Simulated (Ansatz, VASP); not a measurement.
# One calculation of CaO, two programs

POSCAR

```
CaO
1.0
    2.9174346887      0.0142257239      0.0142257239
    0.0142257239      2.9174346887      0.0142257239
    0.0142257239      0.0142257239      2.9174346887
Ca O
1 1
Direct
    0.0000000000      0.0000000000      0.0000000000
    0.5000000000      0.5000000000      0.5000000000
```

File INCAR.step1:

```
PREC = Accurate
ENCUT = 520
ISMEAR = 0
SIGMA = 0.01
LREAL = F
LASPH = T
NELM = 100
NBANDS = 15
GGA = PE
ALGO = Normal
EDIFF = 1E-4
LWAVE = T
LCHARG = F
```

The input INCAR.step2:

```
PREC = Accurate
ENCUT = 520
EDIFF = 1E-6
ISMEAR = 0
SIGMA = 0.01
LREAL = F
LASPH = T
NELM = 100
ALGO = Normal
ISIF = 2
LWAVE = F
LCHARG = F
METAGGA = R2SCAN
LMIXTAU = T
NBANDS = 15
ISTART = 1
```

KPOINTS

```
regular mesh
0
Gamma
  8 8 8
```

Input for Ansatz:

```yaml
crystal:
  lattice:
    - [2.9174346887, 0.0142257239, 0.0142257239]
    - [0.0142257239, 2.9174346887, 0.0142257239]
    - [0.0142257239, 0.0142257239, 2.9174346887]
  atoms:
    - { symbol: Ca, position: [0.0, 0.0, 0.0] }
    - { symbol: O, position: [0.5, 0.5, 0.5] }
kpoints:
  mp_grid: { grid: [8, 8, 8] }
  band_path:
    path: [[0.0, 0.0, 0.0], [0.0, 0.5, 0.0], [0.5, 0.5, 0.0], [0.5, 0.5, 0.5]]
    npoints: 1
hamiltonian:
  xc: r2scan
scf:
  occupations: { method: fixed }
  n_extra_bands: 4
output:
  forces: true
  stress: true
  eigenvalues: true
```

Change from the starting cell: shear_111 strain +1.5%.

Alike in both runs: task single point; functional r2SCAN; k mesh 8 × 8 × 8; no spin polarisation.

```csv
,VASP,Ansatz
version,VASP 6.6.1,Ansatz 0.2.0
potentials or method,"VASP PAW PBE potentials, release 64 (Ca_sv, O)","plane waves, PAW"
plane-wave cutoff (eV),520,500
occupations,"gaussian, width 0.01 eV",fixed
valence electrons in the cell,16,16
```

VASP gave:

- gap on the k mesh at the Fermi level (eV): 3.28
- pressure (GPa): -0.7
- traceless stress, the component that is largest in VASP (GPa): 0.08

Problem. Which values does Ansatz return?

Solution. gap on the k mesh at the Fermi level (eV): 3.28; pressure (GPa): -1.7; traceless stress, the component that is largest in VASP (GPa): 0.10.

VASP's potentials were made for PBE, not for r2SCAN.
